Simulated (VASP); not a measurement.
# PbF2 (Fm-3m) in VASP: further runs

Runs on PbF2. Level: PBE+D3(BJ). Tasks: single point.

All numbers are computed with VASP 6.6.1; they aren't measurements. Logs are shortened: lines on timing, memory, paths and dates and some standing lists are left out, and cuts for length are marked.

## Step 1: The cell of the first run

The structure is cubic, space group Fm-3m (No. 225). The conventional cell has a = 5.714 Å, b = 5.714 Å, c = 5.714 Å, α = 90.00°, β = 90.00°, γ = 90.00°. Within 3.3 Å of Pb (site symmetry m-3m) lie 8 F at 2.47 Å. Within 3.3 Å of F (site symmetry -43m) lie 4 Pb at 2.47 Å and 6 F at 2.86 Å.

## Step 2: Single point, PBE+D3(BJ) (15.54 Å³/atom)

INCAR

```
PREC = Accurate
ENCUT = 520
EDIFF = 1E-7
ISMEAR = 0
SIGMA = 0.02
LREAL = False
LASPH = True
NELM = 100
ALGO = Normal
ISIF = 2
LWAVE = False
LCHARG = False
GGA = PE
IVDW = 12
NBANDS = 21
```

KPOINTS

```
regular mesh
0
Gamma
  8 8 8
```

POSCAR

```
PbF2
1.0
    0.0000000000      2.8567954798      2.8567954798
    2.8567954798      0.0000000000      2.8567954798
    2.8567954798      2.8567954798      0.0000000000
Pb F
1 2
Direct
    0.0000000000      0.0000000000      0.0000000000
    0.2500000000      0.2500000000      0.2500000000
    0.7500000000      0.7500000000      0.7500000000
```

Potentials or basis: VASP PAW PBE potentials, release 64 (Pb_d, F).

Started as:

```console
$ cat potpaw_PBE.64/Pb_d/POTCAR potpaw_PBE.64/F/POTCAR > POTCAR
$ mpirun -np 1 vasp_std > vasp.out
```

OUTCAR:

```text
PREC = Accurate
   ENCUT = 520
   EDIFF = 1E-7
   ISMEAR = 0
   LREAL = False
   LASPH = True
   NELM = 100
   ISIF = 2
   GGA = PE
   IVDW = 12
 IVDW          = 12

 ion  position               nearest neighbor table
   1  0.000  0.000  0.000-   3 2.47   3 2.47   3 2.47   2 2.47   3 2.47   2 2.47   2 2.47   2 2.47

   2  0.250  0.250  0.250-   1 2.47   1 2.47   1 2.47   1 2.47
   3  0.750  0.750  0.750-   1 2.47   1 2.47   1 2.47   1 2.47

  LATTYP: Found a face centered cubic cell.
 ALAT       =     5.7135909596

  Lattice vectors:

 A1 = (   0.0000000000,   2.8567954798,   2.8567954798)
 A2 = (   2.8567954798,   0.0000000000,   2.8567954798)
 A3 = (   2.8567954798,   2.8567954798,   0.0000000000)

Analysis of symmetry for initial positions (statically):
=====================================================================
 Subroutine PRICEL returns:
 Original cell was already a primitive cell.

 Routine SETGRP: Setting up the symmetry group for a
 face centered cubic supercell.

 Subroutine GETGRP returns: Found 48 space group operations
 (whereof 48 operations were pure point group operations)
 out of a pool of 48 trial point group operations.

The static configuration has the point symmetry O_h .

Analysis of symmetry for dynamics (positions and initial velocities):
=====================================================================
 Subroutine PRICEL returns:
 Original cell was already a primitive cell.

 Routine SETGRP: Setting up the symmetry group for a
 face centered cubic supercell.

 Subroutine GETGRP returns: Found 48 space group operations
 (whereof 48 operations were pure point group operations)
 out of a pool of 48 trial point group operations.

The dynamic configuration has the point symmetry O_h .

 Subroutine INISYM returns: Found 48 space group operations
 (whereof 48 operations are pure point group operations),
 and found     1 'primitive' translations

----------------------------------------------------------------------------------------

                                     Primitive cell

  volume of cell :      46.6302

  direct lattice vectors                    reciprocal lattice vectors
     0.000000000  2.856795480  2.856795480    -0.175021279  0.175021279  0.175021279
[... 84 lines left out ...]
   LSORBIT =      F    spin-orbit coupling
   LASPH  =      T    aspherical Exc in radial PAW
   ENCUT  =  520.0 eV  38.22 Ry    6.18 a.u.   7.51  7.51  7.51*2*pi/ulx,y,z
   NELM   =    100;   NELMIN=  2; NELMDL= -5     # of ELM steps
   EDIFF  = 0.1E-06   stopping-criterion for ELM
   LREAL  =      F    real-space projection
   EDIFFG = 0.1E-05   stopping-criterion for IOM
   NSW    =      0    number of steps for IOM
   IBRION =     -1    ionic relax: 0-MD 1-quasi-New 2-CG
   NFREE  =      0    steps in history (QN), initial steepest desc. (CG)
   ISIF   =      2    stress and relaxation
   ISYM   =      2    0-nonsym 1-usesym 2-fastsym
   POTIM  = 0.5000    time-step for ionic-motion
   TEBEG  =    0.0;   TEEND  =   0.0 temperature during run
   PSTRESS=    0.0 pullay stress
   NELECT =      28.0000    total number of electrons
   NUPDOWN=      -1.0000    fix difference up-down
   EMIN   =  10.00;   EMAX   =-10.00  energy-range for DOS
   EFERMI =   0.00;   METHOD = LEGACY
   ISMEAR =     0;   SIGMA  =   0.02  broadening in eV -4-tet -1-fermi 0-gaus
   EFERMI_NEDOS =   21; number of points for ismear=-14 and -15
   IALGO  =     38    algorithm
   IMIX   =      4    mixing-type and parameters
     AMIX     =   0.40;   BMIX     =  1.00
     AMIX_MAG =   1.60;   BMIX_MAG =  1.00
  volume/ion in A,a.u.               =      15.54       104.89
  Fermi-wavevector in a.u.,A,eV,Ry     =   1.381142  2.609980 25.953841  1.907553
  Thomas-Fermi vector in A             =   2.505954
   LORBIT       =      0    0 simple, 1 ext, 2 COOP (PROOUT), +10 PAW based schemes
   GGA     = PE    functional components
   LHFCALC =     F    Hartree Fock is set to
   AEXX    =    0.0000 exact exchange contribution
   IVDW    =    12    specifies the selected vdW correction
   LEPSILON=     F    determine dielectric tensor
   LRPA    =     F    only Hartree local field effects (RPA)
 non-spin polarized calculation
 Gauss-broadening in eV      SIGMA  =   0.02
  energy-cutoff  :      520.00
  volume of cell :       46.63
 maximum number of plane-waves:      1283
   NGX = 15   NGY = 15   NGZ = 15

 number of electron      28.0000011 magnetization

 Free energy of the ion-electron system (eV)
  ---------------------------------------------------
  ext. energy  EPLUGINS =         0.00000000
  ---------------------------------------------------
  free energy    TOTEN  =       -14.06744634 eV

  energy without entropy =      -14.06744634  energy(sigma->0) =      -14.06744634

 E-fermi :   3.5641     XC(G=0):  -9.9699

 val. band max:        3.3739045061   @ k =  -0.2500   0.5000   0.2500
 cond. band min:       7.7366628906   @ k =   0.5000   0.5000   0.0000
 fundamental gap:      4.3627583845
 Fermi energy:         3.5640586644

 k-point     1 :       0.0000    0.0000    0.0000
  band No.  band energies     occupation
      1     -18.7329      2.00000
      2     -17.8902      2.00000
      3     -11.2901      2.00000
      4     -11.2901      2.00000
      5     -11.2901      2.00000
      6     -11.1711      2.00000
[... 565 lines left out ...]
     20      20.1772      0.00000
     21      20.3594      0.00000

 [... further k-points ...]

------------------------ aborting loop because EDIFF is reached ----------------------------------------

 Edisp (eV)   -0.51317

 E8    (eV) :    -0.2201

  FORCE on cell =-STRESS in cart. coord.  units (eV):
  Direction    XX          YY          ZZ          XY          YZ          ZX
  --------------------------------------------------------------------------------------
  -------------------------------------------------------------------------------------
  Total       3.47684     3.47684     3.47684     0.00000    -0.00000     0.00000
  in kB     119.46148   119.46148   119.46148     0.00000    -0.00000     0.00000
  external pressure =      119.46 kB  Pullay stress =        0.00 kB

 VOLUME and BASIS-vectors are now :
 -----------------------------------------------------------------------------
  energy-cutoff  :      520.00
  volume of cell :       46.63
      direct lattice vectors                 reciprocal lattice vectors
     0.000000000  2.856795480  2.856795480    -0.175021279  0.175021279  0.175021279
     2.856795480  0.000000000  2.856795480     0.175021279 -0.175021279  0.175021279
     2.856795480  2.856795480  0.000000000     0.175021279  0.175021279 -0.175021279

 POSITION                                       TOTAL-FORCE (eV/Angst)
 -----------------------------------------------------------------------------------
      0.00000      0.00000      0.00000         0.000000      0.000000      0.000000
      1.42840      1.42840      1.42840         0.000000      0.000000      0.000000
      4.28519      4.28519      4.28519        -0.000000     -0.000000     -0.000000
 -----------------------------------------------------------------------------------
    total drift:                                0.000000     -0.000000      0.000000

  FREE ENERGIE OF THE ION-ELECTRON SYSTEM (eV)
  ---------------------------------------------------
  free  energy   TOTEN  =       -14.5806148611 eV

  energy  without entropy=      -14.5806148611  energy(sigma->0) =      -14.58061486
```

OSZICAR:

```text
N       E                     dE             d eps       ncg     rms          rms(c)
DAV:   1     0.303182446489E+03    0.30318E+03   -0.14872E+04  1218   0.158E+03
DAV:   2     0.101870095096E+02   -0.29300E+03   -0.27509E+03  1302   0.440E+02
DAV:   3    -0.150996104699E+02   -0.25287E+02   -0.25041E+02  1423   0.138E+02
DAV:   4    -0.157914205680E+02   -0.69181E+00   -0.69140E+00  1343   0.237E+01
DAV:   5    -0.158149785791E+02   -0.23558E-01   -0.23556E-01  1586   0.462E+00    0.784E+00
DAV:   6    -0.140532289972E+02    0.17617E+01   -0.76914E+00  1687   0.235E+01    0.235E+00
DAV:   7    -0.140663329159E+02   -0.13104E-01   -0.39307E-01  1296   0.402E+00    0.146E+00
DAV:   8    -0.140705069810E+02   -0.41741E-02   -0.88288E-02  1298   0.353E+00    0.564E-01
DAV:   9    -0.140664010117E+02    0.41060E-02   -0.17118E-02  1675   0.120E+00    0.103E-01
DAV:  10    -0.140674069467E+02   -0.10059E-02   -0.16039E-03  1286   0.283E-01    0.380E-02
DAV:  11    -0.140674434826E+02   -0.36536E-04   -0.75941E-05  1341   0.993E-02    0.124E-02
DAV:  12    -0.140674473661E+02   -0.38835E-05   -0.36012E-05  1536   0.688E-02    0.643E-03
DAV:  13    -0.140674462761E+02    0.10900E-05   -0.46236E-06  1479   0.292E-02    0.102E-03
DAV:  14    -0.140674463381E+02   -0.61994E-07   -0.28599E-07  1315   0.400E-03
   1 F= -.14580615E+02 E0= -.14580615E+02  d E =-.728838E-43
```

stdout:

```text
POSCAR found type information on POSCAR PbF
 POSCAR found :  2 types and       3 ions
 scaLAPACK will be used
 LDA part: xc-table for (Slater+PW92), standard interpolation
 POSCAR, INCAR and KPOINTS ok, starting setup
 FFT: planning ... GRIDC
 FFT: planning ... GRID_SOFT
 FFT: planning ... GRID
 WAVECAR not read
 entering main loop
```

It took 44 s on 1 thread of Intel Xeon Platinum 8259CL at 2.50GHz (Skylake/Cascade Lake), shared host; peak memory 0.18 GiB.

Results:

| Property | Result |
| --- | --- |
| Free energy | -14.5806 eV |
| Pressure | 11.9 GPa |
| Band gap on the k mesh | 4.36 eV (least direct gap 4.53 eV) |
| Dispersion energy per atom | -0.171 eV |

Levels at points of the mesh, in eV from the valence-band top:
| k point | band 11 | band 12 | band 13 | band 14 | band 15 | band 16 | band 17 | band 18 |
| --- | --- | --- | --- | --- | --- | --- | --- | --- |
| (0.00, 0.00, 0.00) | -3.26 | -2.75 | -2.75 | -2.75 | 6.82 | 6.82 | 6.82 | 10.88 |
| (0.50, 0.00, 0.00) | -3.57 | -2.90 | -2.90 | -0.11 | 4.95 | 7.98 | 7.98 | 13.36 |
| (0.50, 0.50, 0.00) | -2.27 | -2.23 | -2.23 | -0.16 | 4.36 | 8.27 | 8.27 | 8.65 |

Caveat: the cell stands under pressure; spin-orbit coupling is left out, which moves the levels of the heavy elements. A k mesh can miss the band edges.

## Step 3: Single point, PBE+D3(BJ) (16.07 Å³/atom)

This run uses another cell than the first one, of 16.07 Å³/atom.

INCAR

```
PREC = Accurate
ENCUT = 520
EDIFF = 1E-6
ISMEAR = 0
SIGMA = 0.02
LREAL = F
LASPH = T
NELM = 100
ALGO = Normal
ISIF = 2
LWAVE = F
LCHARG = T
GGA = PE
IVDW = 12
LELF = T
LVHAR = T
NBANDS = 21
```

KPOINTS

```
Automatic mesh
0
Gamma
  8 8 8
```

POSCAR

```
PbF2
1.0
    0.0000000000      2.8888969924      2.8888969924
    2.8888969924      0.0000000000      2.8888969924
    2.8888969924      2.8888969924      0.0000000000
Pb F
1 2
Direct
    0.0000000000      0.0000000000      0.0000000000
    0.2500000000      0.2500000000      0.2500000000
    0.7500000000      0.7500000000      0.7500000000
```

Potentials or basis: VASP PAW PBE potentials, release 64 (Pb_d, F).

Started as:

```console
$ cat potpaw_PBE.64/Pb_d/POTCAR potpaw_PBE.64/F/POTCAR > POTCAR
$ mpirun -np 1 vasp_std > vasp.out
```

Wall time 45 s (1 thread of Intel Xeon Platinum 8259CL at 2.50GHz (Skylake/Cascade Lake), shared host); peak memory 0.19 GiB.

The run converged. Its results:

| Property | Result |
| --- | --- |
| Free energy | -14.6828 eV |
| Pressure | 8.1 GPa |
| Band gap on the k mesh | 4.39 eV (least direct gap 4.54 eV) |
| Dispersion energy per atom | -0.165 eV |

Levels at points of the mesh, in eV from the valence-band top:
```tsv
k point	band 12	band 13	band 14	band 15	band 16	band 17
(0.00, 0.00, 0.00)	-2.50	-2.50	-2.50	6.82	6.82	6.82
(0.50, 0.00, 0.00)	-2.66	-2.66	-0.08	4.98	7.89	7.89
(0.50, 0.50, 0.00)	-2.01	-2.01	-0.16	4.39	8.16	8.16
```

Caveat: the cell stands under pressure; spin-orbit coupling is left out, which moves the levels of the heavy elements. A k mesh can miss the band edges.

## Step 4: Single point, PBE+D3(BJ) (16.60 Å³/atom)

This run uses another cell than the first one, of 16.60 Å³/atom.

INCAR

```
PREC = Accurate
ENCUT = 520
EDIFF = 1E-6
ISMEAR = 0
SIGMA = 0.02
LREAL = False
LASPH = True
NELM = 60
ALGO = Normal
ISIF = 2
LWAVE = False
LCHARG = True
GGA = PE
IVDW = 12
LELF = True
LVHAR = True
NBANDS = 21
```

KPOINTS is that of step 3.

POSCAR

```
PbF2
1.0
    0.0000000000      2.9203005069      2.9203005069
    2.9203005069      0.0000000000      2.9203005069
    2.9203005069      2.9203005069      0.0000000000
Pb F
1 2
Direct
    0.0000000000      0.0000000000      0.0000000000
    0.2500000000      0.2500000000      0.2500000000
    0.7500000000      0.7500000000      0.7500000000
```

Started as:

```console
$ cat potpaw_PBE.64/Pb_d/POTCAR potpaw_PBE.64/F/POTCAR > POTCAR
$ mpirun -np 1 vasp_std > vasp.out
```

Run time: 39 s. Hardware: 1 thread of Intel Xeon Platinum 8259CL at 2.50GHz (Skylake/Cascade Lake), shared host; peak memory 0.19 GiB.

It converged, with:

```yaml
Free_energy: -14.7497 eV
Pressure: 4.8 GPa
Band_gap_on_the_k_mesh: 4.40 eV (least direct gap 4.56 eV)
Dispersion_energy_per_atom: -0.160 eV
```

Levels at points of the mesh, in eV from the valence-band top:
| k point | band 12 | band 13 | band 14 | band 15 | band 16 | band 17 |
| --- | --- | --- | --- | --- | --- | --- |
| (0.00, 0.00, 0.00) | -2.27 | -2.27 | -2.27 | 6.81 | 6.81 | 6.81 |
| (0.50, 0.00, 0.00) | -2.43 | -2.43 | -0.06 | 5.01 | 7.80 | 7.80 |
| (0.50, 0.50, 0.00) | -1.81 | -1.81 | -0.15 | 4.40 | 8.05 | 8.05 |

Caveat: the cell stands under pressure; spin-orbit coupling is left out, which moves the levels of the heavy elements. As with any semilocal functional, this PBE gap is likely too small.

[end of part 1 of 2]
